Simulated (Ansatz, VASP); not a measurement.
**Two plane-wave programs on Mn**

POSCAR

```
Mn
1.0
    0.0000000000      2.5198483032      2.5198483032
    2.5198483032      0.0000000000      2.5198483032
    2.5198483032      2.5198483032      0.0000000000
Mn
2
Direct
    1.0000000000      0.0000000000      0.0000000000
    0.5000000000      0.5000000000      0.5000000000
```

INCAR.step1

```
PREC = Accurate ; ENCUT = 520
ISMEAR = -1 ; SIGMA = 0.05
LREAL = False ; LASPH = True
NELM = 150 ; ISPIN = 2
MAGMOM = 3.708 -3.708 ; LMAXMIX = 4
NBANDS = 24 ; GGA = PE
ALGO = Normal ; EDIFF = 1E-4
LWAVE = True ; LCHARG = False
```

Contents of INCAR.step2:

```
PREC = Accurate ; ENCUT = 520
EDIFF = 1E-6 ; ISMEAR = -1
SIGMA = 0.05 ; LREAL = False
LASPH = True ; NELM = 150
ALGO = Normal ; ISIF = 2
LWAVE = False ; LCHARG = False
ISPIN = 2 ; MAGMOM = 3.708 -3.708
LORBIT = 11 ; LMAXMIX = 4
METAGGA = R2SCAN ; LMIXTAU = True
NBANDS = 24 ; ISTART = 1
```

KPOINTS

```
regular mesh
0
Gamma
  12 12 12
```

Input for Ansatz:

```yaml
crystal:
  lattice:
    - [0.0, 2.5198483032, 2.5198483032]
    - [2.5198483032, 0.0, 2.5198483032]
    - [2.5198483032, 2.5198483032, 0.0]
  atoms:
    - { symbol: Mn, position: [1.0, 0.0, 0.0], spin: 3.708 }
    - { symbol: Mn, position: [0.5, 0.5, 0.5], spin: -3.708 }
hamiltonian:
  xc: r2scan
  pseudopotentials:
    kind: paw
    azcp:
      Mn: "pseudopotentials/Mn.paw.azcp"
basis:
  ecutwfc: 500
  fft_grid_basis: typed
kpoints:
  mp_grid: { grid: [12, 12, 12], shift: [0, 0, 0] }
magnetization:
  spin_polarized: true
scf:
  occupations: { method: fermi_dirac, width: 0.05 }
  lower_state_search: "off"
output:
  stress: true
```

Alike in both runs: task single point; functional r2SCAN; k mesh 12 × 12 × 12; occupations fermi-dirac, width 0.05 eV; collinear spin.

|  | VASP | Ansatz |
| --- | --- | --- |
| version | VASP 6.6.1 | Ansatz 0.2.0 |
| potentials or method | VASP PAW PBE potentials, release 64 (Mn_pv), cutoff 520 eV | plane waves (500 eV) with PAW, scalar-relativistic |
| valence electrons in the cell | 26 | 30 |

```tsv
	VASP	Ansatz	Ansatz less VASP
pressure (GPa)	1.4	1.3	-0.13
net moment per atom (μB)	0.00	0.00	0.000
size of the moment on the site where the two differ most (μB)	3.67	3.57	-0.099
```

VASP's potentials were made for PBE, not for r2SCAN. Site moments also hang on the region over which each program counts them. VASP's potentials hold 26 valence electrons a cell and Ansatz's 30, so a difference there can come from the potentials and not from the codes. Ansatz's warnings: stability check not made.
